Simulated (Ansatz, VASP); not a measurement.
Ir: VASP beside Ansatz

```xyz
1
Lattice="0.0000 1.9061 1.9061 1.9061 0.0000 1.9061 1.9061 1.9061 0.0000" Properties=species:S:1:pos:R:3 pbc="T T T"
Ir    0.0000    0.0000    0.0000
```

Alike in both runs: task single point; functional LDA; k mesh 14 × 14 × 14; occupations gaussian, width 0.6 eV; no spin polarisation.

|  | VASP | Ansatz |
| --- | --- | --- |
| version | VASP 6.6.1 | Ansatz 0.2.0 |
| potentials or method | VASP PAW LDA potentials, release 64 (Ir_sv_GW), cutoff 560 eV | plane waves (420 eV) with PAW, scalar-relativistic |
| valence electrons in the cell | 17 | 17 |

|  | VASP | Ansatz | Ansatz less VASP |
| --- | --- | --- | --- |
| pressure (GPa) | 1.1 | 1.4 | +0.36 |

Ansatz warns that its potentials were made for another functional, while VASP's fit it. LDA's correlation is that of Perdew and Zunger in VASP and of Perdew and Wang (1992) in Ansatz.

Neither program's run includes spin-orbit coupling.
